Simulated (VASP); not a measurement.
# Zr (I4_1/amd) in VASP: further runs

Runs on Zr. Level: PBE. Tasks: single point, relaxation of cell and atoms.

Program: VASP 6.6.1. These are calculated values, not measurements. Logs are shortened: lines on timing, memory, paths and dates and some standing lists are left out, and cuts for length are marked.

**1. The cell of the first run**

Symmetry: I4_1/amd, No. 141, tetragonal system. The conventional cell has a = 4.400 Å, b = 4.400 Å, c = 2.443 Å, α = 90.00°, β = 90.00°, γ = 90.00°. Within 3.0 Å of Zr (site symmetry -4m2) lie 10 Zr at 2.28 to 2.86 Å.

**2. Single point, PBE**

Contents of INCAR:

```
PREC = Accurate ; ENCUT = 520
EDIFF = 1E-7 ; ISMEAR = -1
SIGMA = 0.1 ; LREAL = False
LASPH = True ; NELM = 60
ALGO = Normal ; ISIF = 2
LWAVE = False ; LCHARG = True
GGA = PE ; LELF = True
LVHAR = True ; NBANDS = 19
```

Contents of KPOINTS:

```
Automatic mesh
0
Gamma
  18 18 18
```

Contents of POSCAR:

```
Zr
1.0
   -2.1997732614      2.1997732614      1.2216369989
    2.1997732614     -2.1997732614      1.2216369989
    2.1997732614      2.1997732614     -1.2216369989
Zr
2
Direct
   -0.3750000000     -0.1250000000     -0.2500000000
    0.3750000000      0.1250000000      0.2500000000
```

Potentials or basis: VASP PAW PBE potentials, release 64 (Zr_sv).

The run is started by

```sh
cat potpaw_PBE.64/Zr_sv/POTCAR > POTCAR
mpirun -np 1 vasp_std > vasp.out
```

OUTCAR:

```text
PREC = Accurate
   ENCUT = 520
   EDIFF = 1E-7
   ISMEAR = -1
   LREAL = False
   LASPH = True
   NELM = 60
   ISIF = 2
   GGA = PE

 ion  position               nearest neighbor table
   1  0.625  0.875  0.750-   2 2.28   2 2.28   2 2.28   2 2.28   2 2.86   2 2.86   2 2.86   2 2.86
                             2 3.76   2 3.76
   2  0.375  0.125  0.250-   1 2.28   1 2.28   1 2.28   1 2.28   1 2.86   1 2.86   1 2.86   1 2.86
                             1 3.76   1 3.76

  LATTYP: Found a body centered tetragonal cell.
 ALAT       =     4.3995465228
 C/A-ratio  =     0.5553467807

  Lattice vectors:

 A1 = (  -2.1997732614,   2.1997732614,   1.2216369989)
 A2 = (   2.1997732614,  -2.1997732614,   1.2216369989)
 A3 = (   2.1997732614,   2.1997732614,  -1.2216369989)

Analysis of symmetry for initial positions (statically):
=====================================================================
 Subroutine PRICEL returns:
 Original cell was already a primitive cell.

 Routine SETGRP: Setting up the symmetry group for a
 body centered tetragonal supercell.

 Subroutine GETGRP returns: Found 16 space group operations
 (whereof  4 operations were pure point group operations)
 out of a pool of 16 trial point group operations.

The static configuration has the point symmetry C_2h.
 The point group associated with its full space group is D_4h.

Analysis of symmetry for dynamics (positions and initial velocities):
=====================================================================
 Subroutine PRICEL returns:
 Original cell was already a primitive cell.

 Routine SETGRP: Setting up the symmetry group for a
 body centered tetragonal supercell.

 Subroutine GETGRP returns: Found 16 space group operations
 (whereof  4 operations were pure point group operations)
 out of a pool of 16 trial point group operations.

The dynamic configuration has the point symmetry C_2h.
 The point group associated with its full space group is D_4h.

 Subroutine INISYM returns: Found 16 space group operations
 (whereof  4 operations are pure point group operations),
 and found     1 'primitive' translations

----------------------------------------------------------------------------------------

                                     Primitive cell

  volume of cell :      23.6460

  direct lattice vectors                    reciprocal lattice vectors
    -2.199773261  2.199773261  1.221636999     0.000000000  0.227296153  0.409286883
     2.199773261 -2.199773261  1.221636999     0.227296153  0.000000000  0.409286883
     2.199773261  2.199773261 -1.221636999     0.227296153  0.227296153  0.000000000

  length of vectors
     3.342215098  3.342215098  3.342215098     0.468165883  0.468165883  0.321445302

  position of ions in fractional coordinates (direct lattice)
     0.625000000  0.875000000  0.750000000
     0.375000000  0.125000000  0.250000000

  ion indices of the primitive-cell ions
   primitive index   ion index
                 1           1
                 2           2

----------------------------------------------------------------------------------------

 KPOINTS: Automatic mesh

Automatic generation of k-mesh.
 Grid dimensions read from file:
 generate k-points for:   18   18   18

 Generating k-lattice:

  Cartesian coordinates                     Fractional coordinates (reciprocal lattice)
     0.000000000  0.012627564  0.022738160     0.055555556  0.000000000 -0.000000000
     0.012627564  0.000000000  0.022738160     0.000000000  0.055555556 -0.000000000
     0.012627564  0.012627564  0.000000000     0.000000000  0.000000000  0.055555556

  Length of vectors
     0.026009216  0.026009216  0.017858072

  Shift w.r.t. Gamma in fractional coordinates (k-lattice)
     0.000000000  0.000000000  0.000000000

 Subroutine IBZKPT returns following result:
 ===========================================

 Found    480 irreducible k-points:

 Following reciprocal coordinates:
            Coordinates               Weight
  0.000000  0.000000  0.000000      1.000000
  0.055556 -0.000000  0.000000      8.000000
  0.111111 -0.000000  0.000000      8.000000
  0.166667  0.000000 -0.000000      8.000000
  0.222222 -0.000000  0.000000      8.000000
  0.277778  0.000000 -0.000000      8.000000
[... 16 lines left out ...]
 -0.277778  0.055556 -0.000000     16.000000
 -0.222222  0.055556 -0.000000     16.000000
 [... further k-points ...]
   k-points           NKPTS =    480   k-points in BZ     NKDIM =    480   number of bands    NBANDS=     19
   number of dos      NEDOS =    301   number of ions     NIONS =      2
   total plane-waves  NPLWV =  21952
   dimension x,y,z NGX =    28 NGY =   28 NGZ =   28
   dimension x,y,z NGXF=    56 NGYF=   56 NGZF=   56
   ions per type =               2
   NGX,Y,Z   is equivalent  to a cutoff of  13.93, 13.93, 13.93 a.u.
   NGXF,Y,Z  is equivalent  to a cutoff of  27.86, 27.86, 27.86 a.u.
 SYSTEM =  unknown system
   PREC   = accura    normal or accurate (medium, high low for compatibility)
   ISTART =      0    job   : 0-new  1-cont  2-samecut
   ICHARG =      2    charge: 1-file 2-atom 10-const
   ISPIN  =      1    spin polarized calculation?
   LNONCOLLINEAR =      F non collinear calculations
   LSORBIT =      F    spin-orbit coupling
   LASPH  =      T    aspherical Exc in radial PAW
   ENCUT  =  520.0 eV  38.22 Ry    6.18 a.u.   6.21  6.21  6.21*2*pi/ulx,y,z
   NELM   =     60;   NELMIN=  2; NELMDL= -5     # of ELM steps
   EDIFF  = 0.1E-06   stopping-criterion for ELM
   LREAL  =      F    real-space projection
   EDIFFG = 0.1E-05   stopping-criterion for IOM
   NSW    =      0    number of steps for IOM
   IBRION =     -1    ionic relax: 0-MD 1-quasi-New 2-CG
   NFREE  =      0    steps in history (QN), initial steepest desc. (CG)
   ISIF   =      2    stress and relaxation
   ISYM   =      2    0-nonsym 1-usesym 2-fastsym
   POTIM  = 0.5000    time-step for ionic-motion
   TEBEG  =    0.0;   TEEND  =   0.0 temperature during run
   PSTRESS=    0.0 pullay stress
   NELECT =      24.0000    total number of electrons
   NUPDOWN=      -1.0000    fix difference up-down
   EMIN   =  10.00;   EMAX   =-10.00  energy-range for DOS
   EFERMI =   0.00;   METHOD = LEGACY
   ISMEAR =    -1;   SIGMA  =   0.10  broadening in eV -4-tet -1-fermi 0-gaus
   EFERMI_NEDOS =   21; number of points for ismear=-14 and -15
   IALGO  =     38    algorithm
   IMIX   =      4    mixing-type and parameters
     AMIX     =   0.40;   BMIX     =  1.00
     AMIX_MAG =   1.60;   BMIX_MAG =  1.00
  volume/ion in A,a.u.               =      11.82        79.79
  Fermi-wavevector in a.u.,A,eV,Ry     =   1.645227  3.109029 36.827881  2.706773
  Thomas-Fermi vector in A             =   2.735060
   LORBIT       =      0    0 simple, 1 ext, 2 COOP (PROOUT), +10 PAW based schemes
   GGA     = PE    functional components
   LHFCALC =     F    Hartree Fock is set to
   AEXX    =    0.0000 exact exchange contribution
   IVDW    =     0    specifies the selected vdW correction
   LEPSILON=     F    determine dielectric tensor
   LRPA    =     F    only Hartree local field effects (RPA)
 non-spin polarized calculation
  energy-cutoff  :      520.00
  volume of cell :       23.65
 maximum number of plane-waves:       653
 NGX is ok and might be reduce to    28
   NGX = 13   NGY = 13   NGZ = 13

 number of electron      24.0000000 magnetization

 Free energy of the ion-electron system (eV)
  ---------------------------------------------------
  ext. energy  EPLUGINS =         0.00000000
  ---------------------------------------------------
  free energy    TOTEN  =        -7.77763846 eV

  energy without entropy =       -7.73489388  energy(sigma->0) =       -7.75626617

 E-fermi :  18.5979     XC(G=0): -14.5592

 val. band max:       18.5943992817   @ k =  -0.1667   0.5000   0.1667
 cond. band min:      18.5996084324   @ k =  -0.4444   0.5000   0.4444
 fundamental gap:      0.0052091507
 Fermi energy:        18.5978579693

 k-point     1 :       0.0000    0.0000    0.0000
  band No.  band energies     occupation
      1     -31.3436      2.00000
      2     -28.1854      2.00000
      3     -10.6120      2.00000
      4     -10.6120      2.00000
      5      -5.5014      2.00000
      6      -5.4215      2.00000
[... 11 lines left out ...]
     18      30.6370      0.00000
     19      32.8902      0.00000

 k-point     2 :       0.0556   -0.0000    0.0000
  band No.  band energies     occupation
      1     -31.3033      2.00000
      2     -28.1850      2.00000
      3     -10.6021      2.00000
      4     -10.5491      2.00000
      5      -5.6925      2.00000
      6      -5.6000      2.00000
[... 11 lines left out ...]
     18      30.4880      0.00000
     19      31.8689      0.00000

 k-point     3 :       0.1111   -0.0000    0.0000
  band No.  band energies     occupation
      1     -31.1849      2.00000
      2     -28.1846      2.00000
      3     -10.5728      2.00000
      4     -10.3687      2.00000
      5      -6.2053      2.00000
      6      -6.0678      2.00000
[... 11 lines left out ...]
     18      30.0799      0.00000
     19      30.9464      0.00000

 k-point     4 :       0.1667    0.0000   -0.0000
  band No.  band energies     occupation
      1     -30.9961      2.00000
      2     -28.1863      2.00000
      3     -10.5257      2.00000
      4     -10.0989      2.00000
      5      -6.9603      2.00000
      6      -6.6774      2.00000
[... 11 lines left out ...]
     18      29.5286      0.00000
     19      30.9319      0.00000

 k-point     5 :       0.2222   -0.0000    0.0000
  band No.  band energies     occupation
      1     -30.7504      2.00000
      2     -28.1939      2.00000
      3     -10.4640      2.00000
      4      -9.8035      2.00000
      5      -7.8182      2.00000
      6      -7.3104      2.00000
[... 11 lines left out ...]
     18      28.8018      0.00000
     19      31.0768      0.00000
[... 334 lines left out ...]
      2     -28.3563      2.00000
      3     -10.4023      2.00000
      4      -9.8710      2.00000
      5      -9.2066      2.00000
      6      -7.6258      2.00000
[... 11 lines left out ...]
     18      26.6510      0.00000
     19      29.9886      0.00000

 k-point    22 :      -0.3333    0.0556    0.0000
  band No.  band energies     occupation
      1     -30.3699      2.00000
      2     -28.3277      2.00000
      3     -10.4483      2.00000
      4      -9.4794      2.00000
      5      -8.7353      2.00000
      6      -7.6162      2.00000
[... 11 lines left out ...]
     18      27.0822      0.00000
     19      30.5311      0.00000

 k-point    23 :      -0.2778    0.0556   -0.0000
  band No.  band energies     occupation
      1     -30.6606      2.00000
      2     -28.3045      2.00000
      3     -10.5103      2.00000
      4      -9.5546      2.00000
      5      -7.9891      2.00000
      6      -7.2315      2.00000
[... 11 lines left out ...]
     18      28.1403      0.00000
     19      30.8306      0.00000

 k-point    24 :      -0.2222    0.0556   -0.0000
  band No.  band energies     occupation
      1     -30.9194      2.00000
      2     -28.2844      2.00000
      3     -10.5604      2.00000
      4      -9.8651      2.00000
      5      -7.1469      2.00000
      6      -6.6481      2.00000
[... 11 lines left out ...]
     18      28.9279      0.00000
     19      30.5285      0.00000

 [... further k-points ...]
[... 5 lines left out ...]
  --------------------------------------------------------------------------------------
  -------------------------------------------------------------------------------------
  Total       29.9078468     29.9078468     29.7506615      0.0000000     -0.0000000      0.0000000
  in kB     2026.4585451   2026.4585451   2015.8081778      0.0000000     -0.0000000      0.0000000
  external PRESSURE =    2022.9084227 kB  Pullay stress =       0.0000000 kB

 VOLUME and BASIS-vectors are now :
 -----------------------------------------------------------------------------
  energy-cutoff  :      520.00
  volume of cell :       23.65
      direct lattice vectors                 reciprocal lattice vectors
    -2.199773261  2.199773261  1.221636999     0.000000000  0.227296153  0.409286883
     2.199773261 -2.199773261  1.221636999     0.227296153  0.000000000  0.409286883
     2.199773261  2.199773261 -1.221636999     0.227296153  0.227296153  0.000000000

 POSITION                                       TOTAL-FORCE (eV/Angst)
 -----------------------------------------------------------------------------------
      2.19977      1.09989      0.91623        -0.000000     -0.000000     -0.000000
      0.00000      1.09989      0.30541         0.000000      0.000000      0.000000
 -----------------------------------------------------------------------------------
    total drift:                               -0.000000      0.000000     -0.000000

  FREE ENERGIE OF THE ION-ELECTRON SYSTEM (eV)
  ---------------------------------------------------
  free  energy   TOTEN  =        -7.7776384591 eV

  energy  without entropy=       -7.7348938785  energy(sigma->0) =       -7.75626617
```

It used 160 s of CPU time on 1 thread of Intel(R) Xeon(R) Platinum 8488C (Sapphire Rapids), on a shared host.

What came out:

| Quantity | Value |
| --- | --- |
| Free energy | -7.7776 eV |
| Pressure | 202.3 GPa |
| Band gap on the k mesh | zero (band 12 reaches 19.95 eV, above the bottom of band 13 at 16.44 eV) |

Stress tensor (GPa, compression positive):
```
202.65   0.00   0.00
  0.00 202.65   0.00
  0.00   0.00 201.58
```

(Part 1 of 2 ends here.)
